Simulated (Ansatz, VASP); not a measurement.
## Two plane-wave programs on Y3TaF2

```xyz
6
Lattice="7.0297 0.0000 0.0000 -3.5149 6.0879 0.0000 0.0000 0.0000 3.3988" Properties=species:S:1:pos:R:3 pbc="T T T"
Y     2.5610    0.0000    0.0000
Y    -1.2805    2.2179    0.0000
Y     2.2344    3.8700    0.0000
Ta    0.0000    0.0000    1.6994
F     0.0000    4.0586    0.0000
F     3.5149    2.0293    0.0000
```

Alike in both runs: functional PBE; k mesh 6 × 6 × 10; occupations gaussian, width 0.1 eV; no spin polarisation.

Ansatz relaxed the structure, and its values are those at the end. VASP's run is a single point on that final structure, the one shown.

```csv
,VASP,Ansatz
version,VASP 6.6.1,Ansatz 0.2.0
potentials or method,"VASP PAW PBE potentials, release 64 (Y_sv, Ta_pv, F), cutoff 520 eV","scalar-relativistic, plane waves, PAW"
valence electrons in the cell,58,60
```

VASP gave:

```
gap on the k mesh at the Fermi level (eV) : none
pressure (GPa)                            : -0.1
rms of the force components (eV/Å)        : 0.005
```

**Question.** Which values does Ansatz return?

**Answer.** gap on the k mesh at the Fermi level (eV): none; pressure (GPa): 0.0; rms of the force components (eV/Å): 0.000.

A gap of «none» marks a metal or a gap that the smearing closes. With one functional, cell and mesh, what is left measures potentials, basis and numerics. VASP's potentials hold 58 valence electrons a cell and Ansatz's 60, so a difference there can come from the potentials and not from the codes.

Neither program's run includes spin-orbit coupling.
